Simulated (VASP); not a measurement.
A run of VASP 6.6.1 is set up as follows.

File INCAR:

```
SYSTEM = Fe
PREC = Accurate ; ENCUT = 520
EDIFF = 1E-7 ; ISMEAR = -1
SIGMA = 0.1 ; LREAL = .False.
LASPH = .True. ; NELM = 150
ALGO = Normal ; ISIF = 2
LWAVE = .False. ; LCHARG = .True.
ISPIN = 2 ; MAGMOM = 2.5 2.5 2.5
LORBIT = 11 ; LMAXMIX = 4
LDIPOL = .True. ; IDIPOL = 3
DIPOL = 0.5 0.5 0.500 ; GGA = PE
LELF = .True. ; LVHAR = .True.
LVACPOTAV = .True. ; NBANDS = 23
```

File KPOINTS:

```
regular mesh
0
Gamma
  17 17 1
  0 0 0
```

Contents of POSCAR:

```
Fe
1.0
    2.4520239157      0.0000000000      0.0000000000
   -0.8173413052      2.3117903179      0.0000000000
    0.0000000000      0.0000000000     15.0379000000
Fe
3
Direct
    0.0000000000      0.0000000000      0.3657419521
    0.5000000000      0.5000000000      0.5000000009
    0.0000000000      0.0000000000      0.6342580479
```

Potentials or basis: VASP PAW PBE potentials, release 64 (Fe).

Run with:

```sh
$ cat potpaw_PBE.64/Fe/POTCAR > POTCAR
$ mpirun -np 1 vasp_std > vasp.out
```

(1) What does it give for the net moment?

(2) Estimate the largest force.

(3) What does it give for the site moments?

## Answers

(1) 7.72 μB per cell.

(2) 0.009 eV/Å.

(3) Fe +2.60, +2.41 μB.
